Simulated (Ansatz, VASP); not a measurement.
# LiPb in VASP and in Ansatz

```xyz
10
Lattice="3.5151 0.0000 0.0000 0.0000 4.9711 0.0000 0.0000 0.0000 24.9422" Properties=species:S:1:pos:R:3 pbc="T T T"
Li    1.7575    0.0000    7.4593
Li    1.7575    2.4855   10.0390
Li    1.7575    0.0000   12.4711
Li    1.7575    2.4855   14.9032
Li    1.7575    0.0000   17.4829
Pb    0.0000    2.4855    7.5397
Pb    0.0000    0.0000    9.9199
Pb    0.0000    2.4855   12.4711
Pb    0.0000    0.0000   15.0223
Pb    0.0000    2.4855   17.4025
```

Alike in both runs: functional PBEsol; k mesh 10 × 7 × 1; occupations gaussian, width 0.1 eV; no spin polarisation.

Ansatz relaxed the structure, and its values are those at the end. VASP's run is a single point on that final structure, the one shown.

|  | VASP | Ansatz |
| --- | --- | --- |
| version | VASP 6.6.1 | Ansatz 0.2.0 |
| potentials or method | VASP PAW PBE potentials, release 64 (Li_sv, Pb_d), cutoff 520 eV | scalar-relativistic, plane waves, PAW |
| valence electrons in the cell | 85 | 85 |

|  | VASP | Ansatz | Ansatz less VASP |
| --- | --- | --- | --- |
| gap on the k mesh at the Fermi level (eV) | none | none | - |
| rms of the force components (eV/Å) | 0.003 | 0.003 | -0.0004 |

VASP's potentials were made for PBE, not for PBEsol. A gap of «none» marks a metal or a gap that the smearing closes. Ansatz's warnings: xc potential rough in thin density.

Spin-orbit coupling is off throughout. Noted on VASP's run: the cutoff is under 1.25 times that of the potentials, so the pressure is a little rough.
